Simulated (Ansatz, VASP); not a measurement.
# One calculation of TiRh, two programs

```
Ti Rh
1.0
     2.90189    0.00000    0.00000
     0.00000    2.90189    0.00000
     0.00000    0.00000    3.34515
Ti Rh
1 1
Direct
  0.50000 0.50000 0.50000
  0.00000 0.00000 0.00000
```

Alike in both runs: functional LDA; k mesh 14 × 14 × 12; occupations fermi-dirac, width 0.15 eV; no spin polarisation.

Ansatz relaxed the structure, and its values are those at the end. VASP's run is a single point on that final structure, the one shown.

|  | VASP | Ansatz |
| --- | --- | --- |
| version | VASP 6.6.1 | Ansatz 0.2.0 |
| potentials or method | VASP PAW LDA potentials, release 64 (Ti_sv, Rh_pv), cutoff 520 eV | scalar-relativistic, plane waves, PAW |
| valence electrons in the cell | 27 | 29 |

Ansatz gave:

| Item | Value |
| --- | --- |
| gap on the k mesh at the Fermi level (eV) | none |
| pressure (GPa) | 0.0 |

Q: What did VASP give for the same quantities?

A: gap on the k mesh at the Fermi level (eV): none; pressure (GPa): 0.5.

LDA's correlation is that of Perdew and Zunger in VASP and of Perdew and Wang (1992) in Ansatz. A gap of «none» marks a metal or a gap that the smearing closes. VASP's potentials hold 27 valence electrons a cell and Ansatz's 29, so a difference there can come from the potentials and not from the codes.
